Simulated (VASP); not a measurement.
Input of a VASP 6.6.1 run:

INCAR

```
SYSTEM = Ti5C4
  PREC = Accurate
  ENCUT = 520
  EDIFF = 1E-6
  ISMEAR = 0
  SIGMA = 0.1
  LREAL = .FALSE.
  LASPH = .TRUE.
  NELM = 60
  ALGO = Normal
  ISIF = 2
  LWAVE = .FALSE.
  LCHARG = .TRUE.
  LDIPOL = .TRUE.
  IDIPOL = 3
  DIPOL = 0.5 0.5 0.500
  GGA = PS
  LELF = .TRUE.
  LVHAR = .TRUE.
  LVACPOTAV = .TRUE.
  NBANDS = 48
```

The input KPOINTS:

```
regular mesh
0
G
  12 12 1
  0 0 0
```

POSCAR

```
Ti5C4
1.0
    3.0358717026      0.0000000000      0.0000000000
   -1.5179358513      2.6291420171      0.0000000000
    0.0000000000      0.0000000000     24.9151154613
Ti C
5 4
Direct
    0.6666666667      0.3333333333      0.3074975136
    0.3333333333      0.6666666667      0.4033646284
    0.0000000000      0.0000000000      0.4999999897
    0.6666666667      0.3333333333      0.5966353790
    0.3333333333      0.6666666667      0.6925024966
    0.0000000000      0.0000000000      0.3481532325
    0.6666666667      0.3333333333      0.4501316411
    0.3333333333      0.6666666667      0.5498683527
    0.0000000000      0.0000000000      0.6518467663
```

Potentials or basis: VASP PAW PBE potentials, release 64 (Ti_sv, C).

The run is started by

```console
$ cat potpaw_PBE.64/Ti_sv/POTCAR potpaw_PBE.64/C/POTCAR > POTCAR
$ mpirun -np 1 vasp_std > vasp.out
```

Question: What does it give for the band gap on the k mesh?

Answer: Zero (band 38 reaches 2.67 eV, above the bottom of band 39 at 2.13 eV).

Question: What does it give for the largest force?

Answer: 0.018 eV/Å.

Forces in eV/Å, atoms in the order of the input:
```
Ti   0.000  0.000 -0.018
Ti   0.000  0.000  0.003
Ti   0.000  0.000  0.000
Ti   0.000  0.000 -0.003
Ti   0.000  0.000  0.018
C    0.000  0.000 -0.002
C    0.000  0.000  0.001
C    0.000  0.000 -0.001
C    0.000  0.000  0.002
```

Caveat: the PAW data sets were made with another functional, which shifts forces and pressure a little.
